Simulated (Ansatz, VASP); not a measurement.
Ga2PN in VASP and in Ansatz

```
N Ga P
1.0
     3.56645    0.00000    0.00000
     0.00000    3.56645    0.00000
     0.00000    0.00000    5.01912
N Ga P
1 2 1
Direct
  0.00000 0.00000 0.00000
  0.00000 0.50000 0.79196
  0.50000 0.00000 0.20804
  0.50000 0.50000 0.50000
```

Alike in both runs: task single point; functional PBE; k mesh 6 × 6 × 4; occupations fermi-dirac, width 0.02 eV; no spin polarisation.

|  | VASP | Ansatz |
| --- | --- | --- |
| version | VASP 6.6.1 | Ansatz 0.2.0 |
| potentials or method | VASP PAW PBE potentials, release 64 (N, Ga_d, P) | plane waves, PAW |
| plane-wave cutoff (eV) | 520 | 420 |
| valence electrons in the cell | 36 | 36 |

VASP gave:

- pressure (GPa): 0.0
- rms of the force components (eV/Å): 0.005

What did Ansatz give for the same quantities?

Pressure (GPa): 0.0; rms of the force components (eV/Å): 0.009.

With one functional, cell and mesh, what is left measures potentials, basis and numerics.
